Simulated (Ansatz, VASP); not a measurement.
Two plane-wave programs on MgS

Contents of POSCAR:

```
MgS
1.0
    0.0000000000      2.5929329281      2.6015179373
    2.5929329281      0.0000000000      2.6015179373
    2.5929329281      2.5929329281      0.0000000000
Mg S
1 1
Direct
    0.0000000000      0.0000000000      0.0000000000
    0.5000000000      0.5000000000      0.5000000000
```

The input INCAR.step1:

```
SYSTEM = MgS
ALGO = Normal
EDIFF = 1E-4
ENCUT = 520
GGA = PE
ISMEAR = 0
LASPH = .TRUE.
LCHARG = .FALSE.
LREAL = .FALSE.
LWAVE = .TRUE.
NBANDS = 11
NELM = 60
PREC = Accurate
SIGMA = 0.01
```

INCAR.step2

```
SYSTEM = MgS
ALGO = Normal
EDIFF = 1E-6
ENCUT = 520
ISIF = 2
ISMEAR = 0
ISTART = 1
LASPH = .TRUE.
LCHARG = .FALSE.
LMIXTAU = .TRUE.
LREAL = .FALSE.
LWAVE = .FALSE.
METAGGA = R2SCAN
NBANDS = 11
NELM = 60
PREC = Accurate
SIGMA = 0.01
```

The input KPOINTS:

```
k-points
0
G
  8 8 8
  0 0 0
```

Input for Ansatz:

```yaml
crystal:
  lattice:
    - [0.0, 2.5929329281, 2.6015179373]
    - [2.5929329281, 0.0, 2.6015179373]
    - [2.5929329281, 2.5929329281, 0.0]
  atoms:
    - { symbol: Mg, position: [0.0, 0.0, 0.0] }
    - { symbol: S, position: [0.5, 0.5, 0.5] }
kpoints:
  mp_grid: { grid: [8, 8, 8] }
  band_path:
    path:
      - [0.0, 0.0, 0.0]
      - [0.5, 0.0, 0.5]
      - [0.625, 0.25, 0.625]
      - [0.375, 0.375, 0.75]
      - [0.5, 0.5, 0.5]
      - [0.5, 0.25, 0.75]
      - [0.0, 0.5, 0.5]
    npoints: 1
hamiltonian:
  xc: r2scan
scf:
  occupations: { method: fixed }
  n_extra_bands: 4
output:
  forces: true
  stress: true
  eigenvalues: true
  write_density: true
  write_potential: true
  elf: true
  volumetric_format: npy
```

Change from the starting cell: biaxial_xy strain -0.3%.

Alike in both runs: task single point; functional r2SCAN; k mesh 8 × 8 × 8; no spin polarisation.

|  | VASP | Ansatz |
| --- | --- | --- |
| version | VASP 6.6.1 | Ansatz 0.2.0 |
| potentials or method | VASP PAW PBE potentials, release 64 (Mg, S) | plane waves, PAW |
| plane-wave cutoff (eV) | 520 | 500 |
| occupations | gaussian, width 0.01 eV | fixed |
| valence electrons in the cell | 8 | 16 |

```csv
,VASP,Ansatz,Ansatz less VASP
gap on the k mesh at the Fermi level (eV),3.43,3.46,+0.028
pressure (GPa),0.1,0.5,+0.47
"traceless stress, the component that is largest in VASP (GPa)",-0.24,-0.24,-0.004
```

VASP's potentials were made for PBE, not for r2SCAN. VASP's potentials hold 8 valence electrons a cell and Ansatz's 16, so a difference there can come from the potentials and not from the codes.
